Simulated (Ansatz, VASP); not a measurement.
## BP: VASP beside Ansatz

File POSCAR:

```
BP
1.0
    0.0000000000      2.2002188101      2.3363148189
    2.2002188101      0.0000000000      2.3363148189
    2.2002188101      2.2002188101      0.0000000000
B P
1 1
Direct
    0.0000000000      0.0000000000      0.0000000000
    0.7500000000      0.7500000000      0.7500000000
```

Contents of INCAR.step1:

```
SYSTEM = BP
ALGO = Normal
EDIFF = 1E-4
ENCUT = 520
GGA = PE
ISMEAR = 0
LASPH = .True.
LCHARG = .False.
LREAL = .False.
LWAVE = .True.
NBANDS = 11
NELM = 80
PREC = Accurate
SIGMA = 0.05
```

INCAR.step2

```
SYSTEM = BP
ALGO = Normal
EDIFF = 1E-6
ENCUT = 520
ISIF = 2
ISMEAR = 0
ISTART = 1
LASPH = .True.
LCHARG = .False.
LMIXTAU = .True.
LREAL = .False.
LWAVE = .False.
METAGGA = R2SCAN
NBANDS = 11
NELM = 80
PREC = Accurate
SIGMA = 0.05
```

The input KPOINTS:

```
k-points
0
Gamma
  10 10 10
  0 0 0
```

Input for Ansatz:

```yaml
crystal:
  lattice:
    - [0.0, 2.2002188101, 2.3363148189]
    - [2.2002188101, 0.0, 2.3363148189]
    - [2.2002188101, 2.2002188101, 0.0]
  atoms:
    - { symbol: B, position: [0.0, 0.0, 0.0] }
    - { symbol: P, position: [0.75, 0.75, 0.75] }
basis:
  ecutwfc: 500
kpoints:
  mp_grid: { grid: [10, 10, 10] }
hamiltonian:
  xc: r2scan
scf:
  occupations: { method: gaussian, width: 0.05 }
output:
  forces: true
  stress: true
  eigenvalues: true
```

Change from the starting cell: strain -0.030 along x and y, +0.030 along z, atoms carried along.

Alike in both runs: task single point; functional r2SCAN; k mesh 10 × 10 × 10; occupations gaussian, width 0.05 eV; no spin polarisation.

```csv
,VASP,Ansatz
version,VASP 6.6.1,Ansatz 0.2.0
potentials or method,"VASP PAW PBE potentials, release 64 (B, P), cutoff 520 eV","scalar-relativistic, plane waves, PAW"
valence electrons in the cell,8,8
```

VASP gave:

* gap on the k mesh at the Fermi level (eV): 0.92
* least direct gap on the mesh (eV): 3.36
* pressure (GPa): 5.0
* traceless stress, the component that is largest in VASP (GPa): -12.86

Which values does Ansatz return?

gap on the k mesh at the Fermi level (eV): 0.89; least direct gap on the mesh (eV): 3.32; pressure (GPa): 5.6; traceless stress, the component that is largest in VASP (GPa): -12.80.

VASP's potentials were made for PBE, not for r2SCAN.
